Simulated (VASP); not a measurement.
Here is a VASP 6.6.1 calculation.

Contents of INCAR:

```
SYSTEM = CdTeO4
PREC = Accurate ; ENCUT = 600
EDIFF = 1E-6 ; ISMEAR = 0
SIGMA = 0.1 ; LREAL = .False.
LASPH = .True. ; NELM = 80
ALGO = Normal ; ISIF = 3
LWAVE = .False. ; LCHARG = .False.
GGA = PE ; IBRION = 2
NSW = 100 ; EDIFFG = -0.01
```

Contents of KPOINTS:

```
regular mesh
0
Gamma
  12 12 6
  0 0 0
```

File POSCAR:

```
CdTeO4
1.0
    3.8036994540      0.0000000000      0.0000000000
   -1.9018497270      3.2941003556      0.0000000000
    0.0000000000      0.0000000000      7.7045507859
Cd Te O
1 1 4
Direct
    0.0000000000      0.0000000000      0.5000000000
    0.0000000000      0.0000000000      0.0000000000
    0.3333333333      0.6666666667      0.0000000000
    0.6666666667      0.3333333333      0.0000000000
    0.0000000000      0.0000000000      0.7519372856
    0.0000000000      0.0000000000      0.2480627144
```

Potentials or basis: VASP PAW PBE potentials, release 64 (Cd, Te, O).

Command:

```bash
$ cat potpaw_PBE.64/Cd/POTCAR potpaw_PBE.64/Te/POTCAR potpaw_PBE.64/O/POTCAR > POTCAR
$ mpirun -np 1 vasp_std > vasp.out
```

(1) Estimate the relaxed volume.

(2) Predict the band gap on the k mesh.

(3) What does it give for the relaxed cell?

Results:

(1) 16.02 Å³/atom.

(2) zero (bands 21 and 22 overlap by 0.53 eV).

(3) a = 3.790 Å, b = 3.790 Å, c = 7.725 Å, α = 90.00°, β = 90.00°, γ = 120.00°.

Caveat: semilocal functionals underestimate gaps, and a narrow one can read as zero; spin-orbit coupling is left out, which moves the levels of the heavy elements.
